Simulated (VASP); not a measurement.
Input of a VASP 6.6.1 run:

File INCAR:

```
PREC = Accurate
ENCUT = 520
EDIFF = 1E-7
ISMEAR = -1
SIGMA = 0.03
LREAL = False
LASPH = True
NELM = 100
ALGO = Normal
ISIF = 2
LWAVE = False
LCHARG = False
GGA = PS
NBANDS = 19
```

The input KPOINTS:

```
Automatic mesh
0
Gamma
  18 18 8
```

File POSCAR:

```
Zn
1.0
    2.6558856186      0.0000000000      0.0000000000
   -1.3279428093      2.3000644152      0.0000000000
    0.0000000000      0.0000000000      4.9301557293
Zn
2
Direct
    0.3333333333      0.6666666667      0.2500000000
    0.6666666667      0.3333333333      0.7500000000
```

Potentials or basis: VASP PAW PBE potentials, release 64 (Zn).

Run with:

```bash
$ cat potpaw_PBE.64/Zn/POTCAR > POTCAR
$ mpirun -np 1 vasp_std > vasp.out
```

(1) Predict the pressure.

(2) Predict the band gap on the k mesh.

## Answers

(1) -4.4 GPa.

(2) zero (bands 12 and 13 overlap by 4.64 eV).

Caveat: the cell stands under tension; the PAW data sets were made with another functional, which shifts forces and pressure a little.
